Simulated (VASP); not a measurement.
Set up this calculation in VASP 6.6.1, as the native input.

| Quantity | Value |
| --- | --- |
| Task | single point |
| Functional | LDA |
| Potentials or basis | VASP PAW LDA potentials, release 64 (Sr_sv, Tl_d) |
| Cutoff | 520 eV |
| k mesh | 6 × 6 × 6 |
| Occupations | gaussian, width 0.15 eV |
| Spin | no spin polarisation |
| Dipole correction | no |
| Further INCAR settings | ALGO = Normal; EDIFF = 1e-07; NBANDS = 18 |

The structure of SrTl lies in POSCAR:

```
SrTl
1.0
    4.0320000000      0.0000000000      0.0000000000
    0.0000000000      4.0320000000      0.0000000000
    0.0000000000      0.0000000000      4.0320000000
Sr Tl
1 1
Direct
    0.0000000000      0.0000000000      0.0000000000
    0.5000000000      0.5000000000      0.5000000000
```

These files were run (other wordings do the same):

INCAR

```
PREC = Accurate
ENCUT = 520
EDIFF = 1E-7
ISMEAR = 0
SIGMA = 0.15
LREAL = False
LASPH = True
NELM = 100
ALGO = Normal
ISIF = 2
LWAVE = False
LCHARG = True
GGA = CA
LELF = True
LVHAR = True
NBANDS = 18
```

KPOINTS

```
Automatic mesh
0
Gamma
  6 6 6
```

Potentials or basis: VASP PAW LDA potentials, release 64 (Sr_sv, Tl_d).

The run is started by

```bash
$ cat potpaw_LDA.64/Sr_sv/POTCAR potpaw_LDA.64/Tl_d/POTCAR > POTCAR
$ mpirun -np 1 vasp_std > vasp.out
```

Results of the run:

* Pressure: -1.6 GPa

It took 36 s on 1 thread of AMD EPYC 7R13, with other jobs on the host, peak memory 0.13 GiB.
